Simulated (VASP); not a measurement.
Runs of VASP 6.6.1 on TlCl. The structure is that of space group Pm-3m (No. 221), or close to it. The cells are those of the table. 

```tsv
cell	gap on the mesh (eV)	pressure (GPa)
a = 3.934 Å, 2 atoms	2.95	(a)
a = 3.729 Å, 2 atoms	2.87	4.1
a = 3.868 Å, 2 atoms	2.93	0.5
a = 3.834 Å, 2 atoms	2.92	1.2
a = 3.800 Å, 2 atoms	(b)	2.0
```

Alike in all rows: task single point; level PBE; potentials or basis VASP PAW PBE potentials, release 64 (Tl_d, Cl); no spin polarisation; k mesh 5 × 5 × 5; cutoff (eV) 500; smearing gaussian 0.01 eV.

Q: Fill in the values left out.

A: (a) -0.6; (b) 2.90.

Caveats: spin-orbit coupling is left out, which moves the levels of the heavy elements.

A k mesh can miss the band edges, and the runs leave out spin-orbit coupling on Tl.
